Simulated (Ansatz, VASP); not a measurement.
**Nb2Si2O in VASP and in Ansatz**

```
Nb Si O
1.0
     2.92139   -3.30663    0.00000
     2.92139    3.30663    0.00000
     0.00000    0.00000    3.66045
Nb Si O
2 2 1
Direct
  0.00000 0.50000 0.00000
  0.50000 0.00000 0.00000
  0.00000 0.00000 0.50000
  0.50000 0.50000 0.50000
  0.50000 0.50000 0.00000
```

Alike in both runs: task relaxation of cell and atoms; functional PBE; k mesh 8 × 8 × 10; occupations gaussian, width 0.1 eV; no spin polarisation.

|  | VASP | Ansatz |
| --- | --- | --- |
| version | VASP 6.6.1 | Ansatz 0.2.0 |
| potentials or method | VASP PAW PBE potentials, release 64 (Nb_sv, Si, O), cutoff 600 eV | scalar-relativistic, plane waves, PAW |
| valence electrons in the cell | 40 | 40 |

|  | VASP | Ansatz | Ansatz less VASP |
| --- | --- | --- | --- |
| gap on the k mesh at the Fermi level, each at its own relaxed structure (eV) | none | none | - |
| relaxed volume (Å³/atom) | 14.07 | 14.09 | +0.022 |
| relaxed length of the cell vector where the two differ most in proportion (Å) | 4.389 | 4.395 | +0.0062 |

A gap of «none» marks a metal or a gap that the smearing closes.
